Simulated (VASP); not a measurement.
Set up this calculation in VASP 6.6.1, as the native input.

```yaml
Task: single point
Functional: revPBE
Potentials_or_basis: VASP PAW PBE potentials, release 64 (Cu)
Cutoff: 520 eV
k_mesh: 16 × 16 × 9
Occupations: fermi-dirac, width 0.1 eV
Spin: no spin polarisation
Dipole_correction: no
Further_INCAR_settings: ALGO = Normal; EDIFF = 1e-06; NBANDS = 18
```

The structure of Cu lies in POSCAR:

```
Cu
1.0
    2.5173811898      0.0000000000      0.0000000000
   -1.2586905949      2.1801160614      0.0000000000
    0.0000000000      0.0000000000      4.1214268403
Cu
2
Direct
    0.3333333333      0.6666666667      0.2500000000
    0.6666666667      0.3333333333      0.7500000000
```

This isn't the form of Cu at room conditions, which is fcc.

These files were run (other wordings do the same):

INCAR

```
SYSTEM = Cu
PREC = Accurate
ENCUT = 520
EDIFF = 1E-6
ISMEAR = -1
SIGMA = 0.1
LREAL = .False.
LASPH = .True.
NELM = 80
ALGO = Normal
ISIF = 2
LWAVE = .False.
LCHARG = .True.
GGA = RE
LELF = .True.
LVHAR = .True.
NBANDS = 18
```

KPOINTS

```
Automatic mesh
0
Gamma
  16 16 9
  0 0 0
```

Potentials or basis: VASP PAW PBE potentials, release 64 (Cu).

The run is started by

```bash
$ cat potpaw_PBE.64/Cu/POTCAR > POTCAR
$ mpirun -np 1 vasp_std > vasp.out
```

It gave:

```yaml
Pressure: 13.8 GPa
Band_gap_on_the_k_mesh: zero (bands 11 and 12 overlap by 5.41 eV)
```

Caveat: the cell stands under pressure; the PAW data sets were made with another functional, which shifts forces and pressure a little.

Wall time 63 s on 1 thread of Intel Xeon 8259CL (shared host), peak memory 0.17 GiB.
